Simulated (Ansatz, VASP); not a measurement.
## Two plane-wave programs on CdF2

INCAR

```
SYSTEM = CdF2
  PREC = Accurate
  ENCUT = 520
  EDIFF = 1E-6
  ISMEAR = 0
  SIGMA = 0.05
  LREAL = .False.
  LASPH = .True.
  NELM = 60
  ALGO = Normal
  ISIF = 2
  LWAVE = .False.
  LCHARG = .False.
  GGA = PS
  NBANDS = 20
```

File KPOINTS:

```
regular mesh
0
Gamma
  8 8 8
  0 0 0
```

POSCAR

```
CdF2
1.0
    0.0000000000      2.7093751506      2.7641045286
    2.7093751506      0.0000000000      2.7641045286
    2.7093751506      2.7093751506      0.0000000000
Cd F
1 2
Direct
    0.0000000000      0.0000000000      0.0000000000
    0.2500000000      0.2500000000      0.2500000000
    0.7500000000      0.7500000000      0.7500000000
```

Input for Ansatz:

```yaml
crystal:
  lattice:
    - [0.0, 2.7093751506, 2.7641045286]
    - [2.7093751506, 0.0, 2.7641045286]
    - [2.7093751506, 2.7093751506, 0.0]
  atoms:
    - { symbol: Cd, position: [0.0, 0.0, 0.0] }
    - { symbol: F, position: [0.25, 0.25, 0.25] }
    - { symbol: F, position: [0.75, 0.75, 0.75] }
basis:
  ecutwfc: 520.0
kpoints:
  mp_grid: { grid: [8, 8, 8] }
hamiltonian:
  xc: pbesol
scf:
  occupations: { method: gaussian, width: 0.05 }
output:
  forces: true
  stress: true
  eigenvalues: true
```

Alike in both runs: task single point; functional PBEsol; k mesh 8 × 8 × 8; occupations gaussian, width 0.05 eV; no spin polarisation.

|  | VASP | Ansatz |
| --- | --- | --- |
| version | VASP 6.6.1 | Ansatz 0.2.0 |
| potentials or method | VASP PAW PBE potentials, release 64 (Cd, F), cutoff 520 eV | scalar-relativistic, plane waves, PAW |
| valence electrons in the cell | 26 | 34 |

```tsv
	VASP	Ansatz	Ansatz less VASP
gap on the k mesh at the Fermi level (eV)	2.76	2.79	+0.030
least direct gap on the mesh (eV)	3.27	3.30	+0.030
pressure (GPa)	-3.3	-3.9	-0.62
traceless stress, the component that is largest in VASP (GPa)	-1.41	-1.44	-0.024
```

VASP's potentials were made for PBE, not for PBEsol. The functional is the same, so the differences come from potentials, cutoffs and numerics. VASP's potentials hold 26 valence electrons a cell and Ansatz's 34, so a difference there can come from the potentials and not from the codes.
